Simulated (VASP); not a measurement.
Write the native input for VASP 6.6.1 that does the following.

```yaml
Task: single point
Functional: PBE
Potentials_or_basis: VASP PAW PBE potentials, release 64 (Si, Ge_d)
Cutoff: 520 eV
k_mesh: 8 × 8 × 8
Occupations: gaussian, width 0.1 eV
Spin: no spin polarisation
Dipole_correction: no
Further_INCAR_settings: ALGO = Normal; EDIFF = 1e-06; NBANDS = 28
```

The structure of Si3Ge2 lies in POSCAR:

```
Si3Ge2
1.0
   -1.4382955600      1.4382955600     10.1702854600
    1.4382955600     -1.4382955600     10.1702854600
    1.4382955600      1.4382955600    -10.1702854600
Si Ge
3 2
Direct
    0.9000000000      0.9000000000      0.0000000000
    0.5000000000      0.5000000000      0.0000000000
    0.1000000000      0.1000000000      0.0000000000
    0.7000000000      0.7000000000      0.0000000000
    0.3000000000      0.3000000000      0.0000000000
```

The input as run:

INCAR

```
  ALGO = Normal
  EDIFF = 1E-6
  ENCUT = 520
  GGA = PE
  ISIF = 2
  ISMEAR = 0
  LASPH = T
  LCHARG = F
  LREAL = F
  LWAVE = F
  NBANDS = 28
  NELM = 100
  PREC = Accurate
  SIGMA = 0.1
```

KPOINTS

```
k-points
0
Gamma
  8 8 8
```

Potentials or basis: VASP PAW PBE potentials, release 64 (Si, Ge_d).

Run with:

```bash
$ cat potpaw_PBE.64/Si/POTCAR potpaw_PBE.64/Ge_d/POTCAR > POTCAR
$ mpirun -np 1 vasp_std > vasp.out
```

It gave:

```json
{
  "Pressure": "0.5 GPa",
  "Largest force": "0.607 eV/Å",
  "Band gap on the k mesh": "zero (bands 20 and 21 overlap by 6.36 eV)"
}
```

Wall time 14 min on 1 thread of Intel(R) Xeon(R) 6975P-C (Granite Rapids), on a shared host, peak memory 0.94 GiB.
